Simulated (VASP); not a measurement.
Set up this calculation in VASP 6.6.1, as the native input.

| Item | Value |
| --- | --- |
| Task | single point |
| Functional | r2SCAN |
| Potentials or basis | VASP PAW PBE potentials, release 64 (Zn, S) |
| Cutoff | 520 eV |
| k mesh | 4 × 4 × 4 |
| Occupations | gaussian, width 0.05 eV |
| Spin | no spin polarisation |
| Dipole correction | no |
| Further INCAR settings | ALGO = Normal; EDIFF = 1e-06; NBANDS = 46 |

Crystal: ZnS.

```
CELL_PARAMETERS angstrom
5.38903 0.00000 0.00000
0.00000 -5.38903 0.00000
0.00000 0.00000 -5.38903
ATOMIC_POSITIONS crystal
Zn 0.00984 0.00984 0.00000
Zn 0.50000 0.50000 0.00000
Zn 0.50000 0.00000 0.50000
Zn 0.00000 0.50000 0.50000
S 0.75000 0.75000 0.75000
S 0.25000 0.25000 0.75000
S 0.25000 0.75000 0.25000
S 0.75000 0.25000 0.25000
```

This cell differs from its parent crystal: atom 1 (Zn) moved +0.075 Å along Cartesian [1 -1 0].

One way to write it, as run:

POSCAR

```
ZnS
1.0
    5.3890263884      0.0000000000      0.0000000000
    0.0000000000     -5.3890263884      0.0000000000
    0.0000000000      0.0000000000     -5.3890263884
Zn S
4 4
Direct
    0.0098409258      0.0098409258      0.0000000000
    0.5000000000      0.5000000000      0.0000000000
    0.5000000000      0.0000000000      0.5000000000
    0.0000000000      0.5000000000      0.5000000000
    0.7500000000      0.7500000000      0.7500000000
    0.2500000000      0.2500000000      0.7500000000
    0.2500000000      0.7500000000      0.2500000000
    0.7500000000      0.2500000000      0.2500000000
```

INCAR.step1

```
SYSTEM = ZnS
PREC = Accurate
ENCUT = 520
ISMEAR = 0
SIGMA = 0.05
LREAL = .FALSE.
LASPH = .TRUE.
NELM = 100
NBANDS = 46
GGA = PE
ALGO = Normal
EDIFF = 1E-4
LWAVE = .TRUE.
LCHARG = .FALSE.
```

INCAR.step2

```
SYSTEM = ZnS
PREC = Accurate
ENCUT = 520
EDIFF = 1E-6
ISMEAR = 0
SIGMA = 0.05
LREAL = .FALSE.
LASPH = .TRUE.
NELM = 100
ALGO = Normal
ISIF = 2
LWAVE = .FALSE.
LCHARG = .FALSE.
METAGGA = R2SCAN
LMIXTAU = .TRUE.
NBANDS = 46
ISTART = 1
```

KPOINTS

```
Automatic mesh
0
G
  4 4 4
  0 0 0
```

Potentials or basis: VASP PAW PBE potentials, release 64 (Zn, S).

The run is started by

```sh
$ cat potpaw_PBE.64/Zn/POTCAR potpaw_PBE.64/S/POTCAR > POTCAR
$ cp INCAR.step1 INCAR
$ mpirun -np 1 vasp_std > vasp.out
$ cp INCAR.step2 INCAR
$ mpirun -np 1 vasp_std > vasp.out
```

It gave:

```json
{"Pressure": "0.1 GPa", "Largest force": "0.562 eV/Å", "Band gap on the k mesh": "2.69 eV"}
```

Caveat: the cell differs from its parent crystal (atom 1 (Zn) moved +0.075 Å along Cartesian [1 -1 0]); the PAW data sets were made with another functional, which shifts forces and pressure a little.

It took 9.9 min on 1 thread of Intel(R) Xeon(R) Platinum 8488C (Sapphire Rapids) (shared host), peak memory 0.33 GiB.
